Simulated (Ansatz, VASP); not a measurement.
**BAs3 in VASP and in Ansatz**

```xyz
4
Lattice="4.5004 0.0000 0.0000 0.0000 4.5004 0.0000 0.0000 0.0000 3.2391" Properties=species:S:1:pos:R:3 pbc="T T T"
B     0.0000    0.0000    0.0000
As    0.0000    2.2502    1.6196
As    2.2502    0.0000    1.6196
As    2.2502    2.2502    0.0000
```

Alike in both runs: functional PBE; k mesh 12 × 12 × 12; occupations gaussian, width 0.1 eV; no spin polarisation.

Ansatz relaxed the structure, and its values are those at the end. VASP's run is a single point on that final structure, the one shown.

|  | VASP | Ansatz |
| --- | --- | --- |
| version | VASP 6.6.1 | Ansatz 0.2.0 |
| potentials or method | VASP PAW PBE potentials, release 64 (B, As), cutoff 520 eV | scalar-relativistic, plane waves, PAW |
| valence electrons in the cell | 18 | 48 |

Ansatz gave:

- gap on the k mesh at the Fermi level (eV): none
- pressure (GPa): 0.0

Estimate VASP's values.

gap on the k mesh at the Fermi level (eV): none; pressure (GPa): 0.1.

A gap of «none» marks a metal or a gap that the smearing closes. VASP's potentials hold 18 valence electrons a cell and Ansatz's 48, so a difference there can come from the potentials and not from the codes.
